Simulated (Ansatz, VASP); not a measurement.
One calculation of HgTe, two programs

The input INCAR:

```
SYSTEM = HgTe
ALGO     = Normal         ! electronic algorithm
EDIFF    = 1E-6           ! SCF threshold, eV
ENCUT    = 520            ! plane-wave cutoff, eV
GGA      = PE             ! functional
ISIF     = 2              ! what is computed and relaxed
ISMEAR   = 0              ! smearing method
LASPH    = .True.         ! aspherical terms in the spheres
LCHARG   = .True.         ! write CHGCAR
LELF     = .True.         ! ELF
LREAL    = .False.        ! projectors in reciprocal space
LVHAR    = .True.       
LWAVE    = .False.        ! write WAVECAR
NBANDS   = 16             ! bands
NELM     = 100            ! most SCF steps
PREC     = Accurate       ! precision mode
SIGMA    = 0.1            ! smearing width, eV
```

The input KPOINTS:

```
k-points
0
Gamma
  12 12 12
  0 0 0
```

POSCAR

```
HgTe
1.0
    0.0000000000      3.3251047200      3.3251047200
    3.3251047200      0.0000000000      3.3251047200
    3.3251047200      3.3251047200      0.0000000000
Hg Te
1 1
Direct
    0.0000000000      0.0000000000      0.0000000000
    0.7500000000      0.7500000000      0.7500000000
```

Input for Ansatz:

```yaml
crystal:
  lattice:
    - [0.0, 3.32510472, 3.32510472]
    - [3.32510472, 0.0, 3.32510472]
    - [3.32510472, 3.32510472, 0.0]
  atoms:
    - { symbol: Hg, position: [0.0, 0.0, 0.0] }
    - { symbol: Te, position: [0.75, 0.75, 0.75] }
basis:
  ecutwfc: 420
kpoints:
  mp_grid: { grid: [12, 12, 12] }
hamiltonian:
  xc: pbe
scf:
  occupations: { method: gaussian, width: 0.1 }
output:
  forces: true
  stress: true
  eigenvalues: true
```

Alike in both runs: task single point; functional PBE; k mesh 12 × 12 × 12; occupations gaussian, width 0.1 eV; no spin polarisation.

|  | VASP | Ansatz |
| --- | --- | --- |
| version | VASP 6.6.1 | Ansatz 0.2.0 |
| potentials or method | VASP PAW PBE potentials, release 64 (Hg, Te), cutoff 520 eV | scalar-relativistic, plane waves, PAW |
| valence electrons in the cell | 18 | 36 |

|  | VASP | Ansatz | Ansatz less VASP |
| --- | --- | --- | --- |
| gap on the k mesh at the Fermi level (eV) | none | none | - |
| pressure (GPa) | 0.1 | 0.0 | -0.05 |

A gap of «none» marks a metal or a gap that the smearing closes. VASP's potentials hold 18 valence electrons a cell and Ansatz's 36, so a difference there can come from the potentials and not from the codes.

Spin-orbit coupling is off throughout.
